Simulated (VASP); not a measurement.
Input of a VASP 6.6.1 run:

File INCAR:

```
SYSTEM = Cd
PREC = Accurate ; ENCUT = 520
EDIFF = 1E-7 ; ISMEAR = 0
SIGMA = 0.1 ; LREAL = .FALSE.
LASPH = .TRUE. ; NELM = 80
ALGO = Fast ; ISIF = 2
LWAVE = .FALSE. ; LCHARG = .FALSE.
GGA = PE ; NBANDS = 12
```

File KPOINTS:

```
Automatic mesh
0
G
  22 22 22
  0 0 0
```

The input POSCAR:

```
Cd
1.0
    0.0000000000      2.2523297682      2.2523297682
    2.2523297682      0.0000000000      2.2523297682
    2.2523297682      2.2523297682      0.0000000000
Cd
1
Direct
    0.0000000000      0.0000000000      0.0000000000
```

Potentials or basis: VASP PAW PBE potentials, release 64 (Cd).

The run is started by

```sh
$ cat potpaw_PBE.64/Cd/POTCAR > POTCAR
$ mpirun -np 1 vasp_std > vasp.out
```

Question: Estimate the pressure.

Answer: 0.2 GPa.

Question: Estimate the band gap on the k mesh.

Answer: Zero (bands 6 and 7 overlap by 3.02 eV).
